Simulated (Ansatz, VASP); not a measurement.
Given: the input of a run of Ansatz 0.2.0 on CdSe.

The input input.yaml:

```yaml
crystal:
  lattice:
    - [0.0, 3.090604713, 3.090604713]
    - [3.090604713, 0.0, 3.090604713]
    - [3.090604713, 3.090604713, 0.0]
  atoms:
    - { symbol: Cd, position: [0.0, 0.0, 0.0] }
    - { symbol: Se, position: [0.25, 0.25, 0.25] }
hamiltonian:
  xc: r2scan50
  pseudopotentials: { kind: paw }
kpoints:
  mp_grid: { grid: [4, 4, 4] }
scf:
  occupations: { method: fermi_dirac, width: 0.05 }
output:
  forces: true
  stress: true
  eigenvalues: true
```

Potentials or basis: Ansatz PAW.

The run is started by

```sh
$ ansatz run input.yaml --threads 2 --pin off --max-ram 5632MiB --backend cpu --events-out ev --progress --plain --runs-dir out
```

Task: Set up the same calculation for VASP 6.6.1. Potentials there: VASP PAW PBE potentials, release 64 (Cd, Se).

Result: As run (the cutoff follows the program's own potentials):

POSCAR

```
CdSe
1.0
    0.0000000000      3.0906047130      3.0906047130
    3.0906047130      0.0000000000      3.0906047130
    3.0906047130      3.0906047130      0.0000000000
Cd Se
1 1
Direct
    0.0000000000      0.0000000000      0.0000000000
    0.2500000000      0.2500000000      0.2500000000
```

INCAR.step1

```
PREC = Accurate
ENCUT = 520
EDIFF = 1E-5
ISMEAR = -1
SIGMA = 0.05
LREAL = False
LASPH = True
NELM = 80
ALGO = Normal
ISIF = 2
LWAVE = True
LCHARG = False
GGA = PE
NBANDS = 16
```

File INCAR.step2:

```
PREC = Accurate
ENCUT = 520
EDIFF = 1E-7
ISMEAR = -1
SIGMA = 0.05
LREAL = False
LASPH = True
NELM = 80
ALGO = Normal
ISIF = 2
LWAVE = False
LCHARG = False
METAGGA = R2SCAN
LHFCALC = True
AEXX = 0.5
LMIXTAU = True
PRECFOCK = Normal
ISTART = 1
NBANDS = 16
```

File KPOINTS:

```
regular mesh
0
Gamma
  4 4 4
```

Potentials or basis: VASP PAW PBE potentials, release 64 (Cd, Se).

Command:

```console
$ cat potpaw_PBE.64/Cd/POTCAR potpaw_PBE.64/Se/POTCAR > POTCAR
$ cp INCAR.step1 INCAR
$ mpirun -np 1 vasp_std > vasp.out
$ cp INCAR.step2 INCAR
$ mpirun -np 1 vasp_std > vasp.out
```

Both were run:

|  | VASP | Ansatz | Ansatz less VASP |
| --- | --- | --- | --- |
| gap on the k mesh at the Fermi level (eV) | 3.91 | 3.83 | -0.078 |
| least direct gap on the mesh (eV) | 3.91 | 3.83 | -0.078 |
| pressure (GPa) | -2.3 | -2.2 | +0.12 |

VASP's potentials were made for PBE, not for r2SCAN50. The functional is the same, so the differences come from potentials, cutoffs and numerics. VASP's potentials hold 18 valence electrons a cell and Ansatz's 36, so a difference there can come from the potentials and not from the codes.

The k mesh is coarse, so the values compare programs but aren't converged.
